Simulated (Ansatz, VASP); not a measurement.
**InP: VASP beside Ansatz**

Contents of INCAR:

```
SYSTEM = InP
ALGO = Normal ; EDIFF = 1E-6
ENCUT = 520 ; GGA = PE
ISIF = 2 ; ISMEAR = 0
LASPH = .True. ; LCHARG = .False.
LREAL = .False. ; LWAVE = .False.
NBANDS = 16 ; NELM = 80
PREC = Accurate ; SIGMA = 0.15
```

The input KPOINTS:

```
k-points
0
Gamma
  18 18 18
  0 0 0
```

File POSCAR:

```
InP
1.0
    0.0000000000      2.7517388478      2.8070035481
    2.7517388478      0.0000000000      2.8070035481
    2.7517388478      2.7517388478      0.0000000000
In P
1 1
Direct
    0.0000000000      0.0000000000      0.0000000000
    0.5000000000      0.5000000000      0.5000000000
```

Input for Ansatz:

```yaml
crystal:
  lattice:
    - [0.0, 2.7517388478, 2.8070035481]
    - [2.7517388478, 0.0, 2.8070035481]
    - [2.7517388478, 2.7517388478, 0.0]
  atoms:
    - { symbol: In, position: [0.0, 0.0, 0.0] }
    - { symbol: P, position: [0.5, 0.5, 0.5] }
basis:
  ecutwfc: 420
kpoints:
  mp_grid: { grid: [18, 18, 18] }
hamiltonian:
  xc: pbe
scf:
  occupations: { method: gaussian, width: 0.15 }
output:
  forces: true
  stress: true
  eigenvalues: true
```

Change from the starting cell: strain +e along x and -e along y +0.0000, strain +e along z and -e/2 along x and y +0.0133.

Alike in both runs: task single point; functional PBE; k mesh 18 × 18 × 18; occupations gaussian, width 0.15 eV; no spin polarisation.

```csv
,VASP,Ansatz
version,VASP 6.6.1,Ansatz 0.2.0
potentials or method,"VASP PAW PBE potentials, release 64 (In_d, P), cutoff 520 eV","scalar-relativistic, plane waves, PAW"
valence electrons in the cell,18,18
```

|  | VASP | Ansatz | Ansatz less VASP |
| --- | --- | --- | --- |
| gap on the k mesh at the Fermi level (eV) | none | none | - |
| pressure (GPa) | 0.0 | 0.1 | +0.05 |
| traceless stress, the component that is largest in VASP (GPa) | -1.36 | -1.36 | -0.006 |

A gap of «none» marks a metal or a gap that the smearing closes.
